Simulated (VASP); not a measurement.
A run of VASP 6.6.1 is set up as follows.

Contents of INCAR:

```
  ALGO = Normal
  EDIFF = 1E-6
  ENCUT = 600
  GGA = PE
  GGA_COMPAT = False
  ISIF = 2
  ISMEAR = 0
  LASPH = True
  LCHARG = False
  LREAL = False
  LWAVE = False
  NBANDS = 30
  NELM = 120
  PREC = Accurate
  SIGMA = 0.1
```

The input KPOINTS:

```
k-points
0
Gamma
  8 8 6
```

Contents of POSCAR:

```
MgCd3O
1.0
    4.1005635223      0.0000000000      0.0000000000
    0.0000000000      4.1005635223      0.0000000000
    0.0000000000      0.0000000000      7.6338431488
Mg Cd O
1 3 1
Direct
    0.5000000000      0.5000000000      0.6221183054
    0.5000000000      0.0000000000      0.9104792637
    0.0000000000      0.5000000000      0.9104792637
    0.5000000000      0.5000000000      0.2565504396
    0.0000000000      0.0000000000      1.0671233574
```

Potentials or basis: VASP PAW PBE potentials, release 64 (Mg, Cd, O).

Command:

```console
$ cat potpaw_PBE.64/Mg/POTCAR potpaw_PBE.64/Cd/POTCAR potpaw_PBE.64/O/POTCAR > POTCAR
$ mpirun -np 1 vasp_std > vasp.out
```

(1) Predict the largest force.

(2) What does it give for the pressure?

Answers

(1) 0.082 eV/Å.

(2) 0.2 GPa.
